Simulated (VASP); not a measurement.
# Pd (Im-3m) in VASP: settings compared

The runs below take Pd through single point, with PBE0, r2SCAN.

Everything below comes from runs of VASP 6.6.1. Logs are shortened: lines on timing, memory, paths and dates and some standing lists are left out, and cuts for length are marked.

## (1) The cell of the first run

It takes space group Im-3m (No. 229, cubic). Conventional cell: a = 3.165 Å, b = 3.165 Å, c = 3.165 Å, α = 90.00°, β = 90.00°, γ = 90.00°. Pd (site symmetry m-3m) has 14 Pd at 2.74 to 3.17 Å within 3.6 Å.

This isn't the form of Pd at room conditions, which is fcc.

## (2) Single point, PBE0

File POSCAR:

```
Pd
1.0
   -1.5826937604      1.5826937604      1.5826937604
    1.5826937604     -1.5826937604      1.5826937604
    1.5826937604      1.5826937604     -1.5826937604
Pd
1
Direct
    0.0000000000      0.0000000000      0.0000000000
```

File INCAR.step1:

```
SYSTEM = Pd
PREC     = Accurate       ! precision mode
ENCUT    = 470            ! plane-wave cutoff, eV
EDIFF    = 1E-5           ! SCF threshold, eV
ISMEAR   = -1             ! smearing method
SIGMA    = 0.05           ! smearing width, eV
LREAL    = .FALSE.        ! projectors in reciprocal space
LASPH    = .TRUE.         ! aspherical terms in the spheres
NELM     = 120            ! most SCF steps
ALGO     = Normal         ! electronic algorithm
ISIF     = 2              ! what is computed and relaxed
LWAVE    = .TRUE.         ! write WAVECAR
LCHARG   = .FALSE.        ! write CHGCAR
GGA      = PE             ! functional
NBANDS   = 15             ! bands
GGA_COMPAT= .FALSE.
```

File INCAR.step2:

```
SYSTEM = Pd
PREC     = Accurate       ! precision mode
ENCUT    = 470            ! plane-wave cutoff, eV
EDIFF    = 1E-6           ! SCF threshold, eV
ISMEAR   = -1             ! smearing method
SIGMA    = 0.05           ! smearing width, eV
LREAL    = .FALSE.        ! projectors in reciprocal space
LASPH    = .TRUE.         ! aspherical terms in the spheres
NELM     = 120            ! most SCF steps
ALGO     = Normal         ! electronic algorithm
ISIF     = 2              ! what is computed and relaxed
LWAVE    = .FALSE.        ! write WAVECAR
LCHARG   = .FALSE.        ! write CHGCAR
GGA      = PE             ! functional
LHFCALC  = .TRUE.         ! exact exchange
AEXX     = 0.25           ! exact-exchange fraction
PRECFOCK = Normal       
ISTART   = 1            
NBANDS   = 15             ! bands
GGA_COMPAT= .FALSE.
```

File KPOINTS:

```
Automatic mesh
0
G
  6 6 6
  0 0 0
```

Potentials or basis: VASP PAW PBE potentials, release 64 (Pd_sv_GW).

Run with:

```
$ cat potpaw_PBE.64/Pd_sv_GW/POTCAR > POTCAR
$ cp INCAR.step1 INCAR
$ mpirun -np 1 vasp_std > vasp.out
$ cp INCAR.step2 INCAR
$ mpirun -np 1 vasp_std > vasp.out
```

OUTCAR:

```text
SYSTEM = Pd
   PREC = Accurate
   ENCUT = 470
   EDIFF = 1E-6
   ISMEAR = -1
   LREAL = .FALSE.
   LASPH = .TRUE.
   NELM = 120
   ISIF = 2
   GGA = PE
   LHFCALC = .TRUE.
   AEXX = 0.25
   PRECFOCK = Normal
   ISTART = 1

 ion  position               nearest neighbor table
   1  0.000  0.000  0.000-

  LATTYP: Found a body centered cubic cell.
 ALAT       =     3.1653875208

  Lattice vectors:

 A1 = (  -1.5826937604,   1.5826937604,   1.5826937604)
 A2 = (   1.5826937604,  -1.5826937604,   1.5826937604)
 A3 = (   1.5826937604,   1.5826937604,  -1.5826937604)

Analysis of symmetry for initial positions (statically):
=====================================================================
 Subroutine PRICEL returns:
 Original cell was already a primitive cell.

 Routine SETGRP: Setting up the symmetry group for a
 body centered cubic supercell.

 Subroutine GETGRP returns: Found 48 space group operations
 (whereof 48 operations were pure point group operations)
 out of a pool of 48 trial point group operations.

The static configuration has the point symmetry O_h .

Analysis of symmetry for dynamics (positions and initial velocities):
=====================================================================
 Subroutine PRICEL returns:
 Original cell was already a primitive cell.

 Routine SETGRP: Setting up the symmetry group for a
 body centered cubic supercell.

 Subroutine GETGRP returns: Found 48 space group operations
 (whereof 48 operations were pure point group operations)
 out of a pool of 48 trial point group operations.

The dynamic configuration has the point symmetry O_h .

 Subroutine INISYM returns: Found 48 space group operations
 (whereof 48 operations are pure point group operations),
 and found     1 'primitive' translations

----------------------------------------------------------------------------------------

                                     Primitive cell

  volume of cell :      15.8581

  direct lattice vectors                    reciprocal lattice vectors
    -1.582693760  1.582693760  1.582693760     0.000000000  0.315917085  0.315917085
     1.582693760 -1.582693760  1.582693760     0.315917085  0.000000000  0.315917085
     1.582693760  1.582693760 -1.582693760     0.315917085  0.315917085  0.000000000

  length of vectors
     2.741306006  2.741306006  2.741306006     0.446774227  0.446774227  0.446774227

  position of ions in fractional coordinates (direct lattice)
     0.000000000  0.000000000  0.000000000

  ion indices of the primitive-cell ions
   primitive index   ion index
                 1           1

----------------------------------------------------------------------------------------

 KPOINTS: Automatic mesh

Automatic generation of k-mesh.
 Grid dimensions read from file:
 generate k-points for:    6    6    6

 Generating k-lattice:

  Cartesian coordinates                     Fractional coordinates (reciprocal lattice)
     0.000000000  0.052652848  0.052652848     0.166666667  0.000000000  0.000000000
     0.052652848  0.000000000  0.052652848     0.000000000  0.166666667  0.000000000
     0.052652848  0.052652848  0.000000000     0.000000000  0.000000000  0.166666667

  Length of vectors
     0.074462371  0.074462371  0.074462371

  Shift w.r.t. Gamma in fractional coordinates (k-lattice)
     0.000000000  0.000000000  0.000000000

 Subroutine IBZKPT returns following result:
 ===========================================

 Found     16 irreducible k-points:

 Following reciprocal coordinates:
            Coordinates               Weight
  0.000000  0.000000  0.000000      1.000000
  0.166667  0.000000  0.000000     12.000000
  0.333333  0.000000  0.000000     12.000000
  0.500000  0.000000  0.000000      6.000000
  0.166667  0.166667  0.000000     24.000000
  0.333333  0.166667  0.000000     48.000000
[... 8 lines left out ...]
  0.500000  0.500000  0.333333     12.000000
  0.500000  0.500000  0.500000      1.000000
   k-points           NKPTS =     16   k-points in BZ     NKDIM =    216   number of bands    NBANDS=     15
   number of dos      NEDOS =    301   number of ions     NIONS =      1
   total plane-waves  NPLWV =   8000
   dimension x,y,z NGX =    20 NGY =   20 NGZ =   20
   dimension x,y,z NGXF=    40 NGYF=   40 NGZF=   40
   ions per type =               1
   NGX,Y,Z   is equivalent  to a cutoff of  12.13, 12.13, 12.13 a.u.
   NGXF,Y,Z  is equivalent  to a cutoff of  24.26, 24.26, 24.26 a.u.
 SYSTEM =  Pd
   PREC   = accura    normal or accurate (medium, high low for compatibility)
   ISTART =      1    job   : 0-new  1-cont  2-samecut
   ICHARG =      0    charge: 1-file 2-atom 10-const
   ISPIN  =      1    spin polarized calculation?
   LNONCOLLINEAR =      F non collinear calculations
   LSORBIT =      F    spin-orbit coupling
   LASPH  =      T    aspherical Exc in radial PAW
   ENCUT  =  470.0 eV  34.54 Ry    5.88 a.u.   4.85  4.85  4.85*2*pi/ulx,y,z
   NELM   =    120;   NELMIN=  2; NELMDL=  0     # of ELM steps
   EDIFF  = 0.1E-05   stopping-criterion for ELM
   LREAL  =      F    real-space projection
   EDIFFG = 0.1E-04   stopping-criterion for IOM
   NSW    =      0    number of steps for IOM
   IBRION =     -1    ionic relax: 0-MD 1-quasi-New 2-CG
   NFREE  =      0    steps in history (QN), initial steepest desc. (CG)
   ISIF   =      2    stress and relaxation
   ISYM   =      3    0-nonsym 1-usesym 2-fastsym
   POTIM  = 0.5000    time-step for ionic-motion
   TEBEG  =    0.0;   TEEND  =   0.0 temperature during run
   PSTRESS=    0.0 pullay stress
   NELECT =      18.0000    total number of electrons
   NUPDOWN=      -1.0000    fix difference up-down
   EMIN   =  10.00;   EMAX   =-10.00  energy-range for DOS
   EFERMI =   0.00;   METHOD = LEGACY
   ISMEAR =    -1;   SIGMA  =   0.05  broadening in eV -4-tet -1-fermi 0-gaus
   EFERMI_NEDOS =   21; number of points for ismear=-14 and -15
   IALGO  =     38    algorithm
   IMIX   =      1    mixing-type and parameters
     AMIX     =   0.40;   BMIX     =  1.00
     AMIX_MAG =   1.60;   BMIX_MAG =  1.00
  volume/ion in A,a.u.               =      15.86       107.02
  Fermi-wavevector in a.u.,A,eV,Ry     =   1.707715  3.227114 39.678551  2.916291
  Thomas-Fermi vector in A             =   2.786516
   LORBIT       =      0    0 simple, 1 ext, 2 COOP (PROOUT), +10 PAW based schemes
   GGA     = PE    functional components
   LHFCALC =     T    Hartree Fock is set to
   PRECFOCK=normal    Normal, Fast or Accurate (Low or Medium for compatibility)
   ENCUT4O =  -1.0   cutoff for four orbital integrals eV
   NKREDX  =     1    reduce k-point grid by
   NKREDY  =     1    reduce k-point grid by
   NKREDZ  =     1    reduce k-point grid by
   AEXX    =    0.2500 exact exchange contribution
   HFSCREEN=    0.0000 screening length (either q_TF or 0.3 A-1)
   HFSCREENC=   0.0000 screening length for correlation (either q_TF or 0.3 A-1)
   ENCUTFOCK=  -1.0 apply spherical cutoff to Coloumb kernel
   IVDW    =     0    specifies the selected vdW correction
   LEPSILON=     F    determine dielectric tensor
   LRPA    =     F    only Hartree local field effects (RPA)
 non-spin polarized calculation
  energy-cutoff  :      470.00
  volume of cell :       15.86
 maximum number of plane-waves:       380
  NGX = 16; NGY = 16; NGZ = 16

 number of electron      17.9999998 magnetization

 Free energy of the ion-electron system (eV)
  ---------------------------------------------------
  ext. energy  EPLUGINS =         0.00000000
  ---------------------------------------------------
  free energy    TOTEN  =        -2.98984498 eV

  energy without entropy =       -2.98665716  energy(sigma->0) =       -2.98825107

 E-fermi :   6.6428     XC(G=0): -10.1947

 val. band max:        6.0206473538   @ k =   0.1667   0.1667   0.0000
 cond. band min:       6.7627257702   @ k =  -0.3333   0.5000   0.1667
 fundamental gap:      0.7420784164
 Fermi energy:         6.6428333228

 k-point     1 :       0.0000    0.0000    0.0000
  band No.  band energies     occupation
      1     -81.9313      2.00000
      2     -46.0868      2.00000
      3     -46.0868      2.00000
      4     -46.0868      2.00000
      5      -0.6027      2.00000
      6       3.1089      2.00000
      7       3.1089      2.00000
      8       3.1089      2.00000
      9       4.8240      2.00000
     10       4.8240      2.00000
     11      27.5679      0.00000
     12      27.5679      0.00000
     13      27.5679      0.00000
     14      35.8435      0.00000
     15      35.8435      0.00000

 k-point     2 :       0.1667    0.0000    0.0000
  band No.  band energies     occupation
      1     -81.9184      2.00000
      2     -46.1842      2.00000
      3     -46.1222      2.00000
      4     -46.0879      2.00000
      5       0.4372      2.00000
      6       2.7966      2.00000
      7       3.1793      2.00000
      8       3.8790      2.00000
      9       4.5816      2.00000
     10       4.8811      2.00000
     11      26.1762      0.00000
     12      27.1940      0.00000
     13      28.7073      0.00000
     14      32.7997      0.00000
     15      33.0164      0.00000

 k-point     3 :       0.3333    0.0000    0.0000
  band No.  band energies     occupation
      1     -81.8929      2.00000
      2     -46.3827      2.00000
      3     -46.1929      2.00000
      4     -46.0920      2.00000
      5       1.1626      2.00000
      6       2.2195      2.00000
      7       4.6591      2.00000
      8       5.0501      2.00000
      9       5.3730      2.00000
     10       5.7820      2.00000
     11      20.3265      0.00000
     12      24.6499      0.00000
     13      28.2880      0.00000
     14      31.0617      0.00000
     15      32.9303      0.00000
[... 199 lines left out ...]
 k-point    15 :       0.5000    0.5000    0.3333
  band No.  band energies     occupation
      1     -81.8510      2.00000
      2     -46.4104      2.00000
      3     -46.3460      2.00000
      4     -46.3130      2.00000
      5       1.2139      2.00000
      6       1.4056      2.00000
      7       5.0567      2.00000
      8       5.4968      2.00000
      9       7.4116      0.00000
     10      15.5923      0.00000
     11      16.5003      0.00000
     12      19.5187      0.00000
     13      25.1724      0.00000
     14      27.1792      0.00000
     15      29.6512      0.00000

 k-point    16 :       0.5000    0.5000    0.5000
  band No.  band energies     occupation
      1     -81.8414      2.00000
      2     -46.3869      2.00000
      3     -46.3869      2.00000
      4     -46.3869      2.00000
      5       0.7559      2.00000
      6       0.7559      2.00000
      7       7.2860      0.00001
      8       7.2860      0.00001
      9       7.2860      0.00001
     10      17.3983      0.00000
     11      17.3983      0.00000
     12      17.3983      0.00000
     13      25.5234      0.00000
     14      25.5234      0.00000
     15      25.7188      0.00000

------------------------ aborting loop because EDIFF is reached ----------------------------------------

  FORCE on cell =-STRESS in cart. coord.  units (eV):
  Direction    XX          YY          ZZ          XY          YZ          ZX
  --------------------------------------------------------------------------------------
  -------------------------------------------------------------------------------------
  Total       -1.3208962     -1.3208962     -1.3208962     -0.0000000     -0.0000000      0.0000000
  in kB     -133.4530806   -133.4530806   -133.4530806     -0.0000000     -0.0000000      0.0000000
  external PRESSURE =    -133.4530806 kB  Pullay stress =       0.0000000 kB

 VOLUME and BASIS-vectors are now :
 -----------------------------------------------------------------------------
  energy-cutoff  :      470.00
  volume of cell :       15.86
      direct lattice vectors                 reciprocal lattice vectors
    -1.582693760  1.582693760  1.582693760     0.000000000  0.315917085  0.315917085
     1.582693760 -1.582693760  1.582693760     0.315917085  0.000000000  0.315917085
     1.582693760  1.582693760 -1.582693760     0.315917085  0.315917085  0.000000000

 POSITION                                       TOTAL-FORCE (eV/Angst)
 -----------------------------------------------------------------------------------
      0.00000      0.00000      0.00000        -0.000000      0.000000     -0.000000
 -----------------------------------------------------------------------------------
    total drift:                               -0.000000     -0.000000      0.000000

  FREE ENERGIE OF THE ION-ELECTRON SYSTEM (eV)
  ---------------------------------------------------
  free  energy   TOTEN  =        -2.9898449814 eV

  energy  without entropy=       -2.9866571553  energy(sigma->0) =       -2.98825107
```

Wall time 9.8 min (1 thread of AMD EPYC 9R45 (Zen 5), shared host); peak memory 0.11 GiB.

Results:

```yaml
Free_energy: -2.9898 eV
Pressure: -13.3 GPa
Band_gap_on_the_k_mesh: zero (bands 9 and 10 overlap by 2.80 eV)
```

Caveat: the k points lie up to 0.47 Å⁻¹ apart, too coarse for converged energies and pressures of a metal; the PAW data sets were made with another functional, which shifts forces and pressure a little.

## (3) Single point, r2SCAN

POSCAR is that of step 2.

File INCAR.step1:

```
SYSTEM = Pd
ALGO = Normal
EDIFF = 1E-5
ENCUT = 690
GGA = PE
GGA_COMPAT = .False.
ISMEAR = -1
LASPH = .True.
LCHARG = .False.
LREAL = .False.
LWAVE = .True.
NBANDS = 15
NELM = 120
PREC = Accurate
SIGMA = 0.05
```

File INCAR.step2:

```
SYSTEM = Pd
ALGO = Normal
EDIFF = 1E-6
ENCUT = 690
GGA_COMPAT = .False.
ISIF = 2
ISMEAR = -1
ISTART = 1
LASPH = .True.
LCHARG = .False.
LMIXTAU = .True.
LREAL = .False.
LWAVE = .False.
METAGGA = R2SCAN
NBANDS = 15
NELM = 120
PREC = Accurate
SIGMA = 0.05
```

File KPOINTS:

```
k-points
0
Gamma
  12 12 12
  0 0 0
```

Potentials or basis: VASP PAW PBE potentials, release 64 (Pd_sv_GW).

Run with:

```
$ cat potpaw_PBE.64/Pd_sv_GW/POTCAR > POTCAR
$ cp INCAR.step1 INCAR
$ mpirun -np 1 vasp_std > vasp.out
$ cp INCAR.step2 INCAR
$ mpirun -np 1 vasp_std > vasp.out
```

It took 75 s on 1 thread of Intel Xeon Platinum 8259CL at 2.50GHz (Skylake/Cascade Lake), shared host; peak memory 0.17 GiB.

The run converged. Its results:

| Item | Value |
| --- | --- |
| Free energy | -21.4218 eV |
| Pressure | -8.3 GPa |
| Band gap on the k mesh | zero (bands 9 and 10 overlap by 1.58 eV) |

Levels at points of the mesh, in eV from the Fermi level:
| k point | band 7 | band 8 | band 9 | band 10 | band 11 | band 12 |
| --- | --- | --- | --- | --- | --- | --- |
| (0.00, 0.00, 0.00) | -2.72 | -2.72 | -0.94 | -0.94 | 19.89 | 19.89 |
| (0.50, 0.00, 0.00) | -0.99 | -0.73 | 0.54 | 1.86 | 7.78 | 15.63 |
| (0.50, 0.50, 0.50) | 0.19 | 0.19 | 0.19 | 9.54 | 9.54 | 9.54 |

Caveat: the cell stands under tension; the PAW data sets were made with another functional, which shifts forces and pressure a little.

(Continued in part 2 of 2.)

The gap in the log of VASP goes by the Fermi energy; the results here count the filled bands.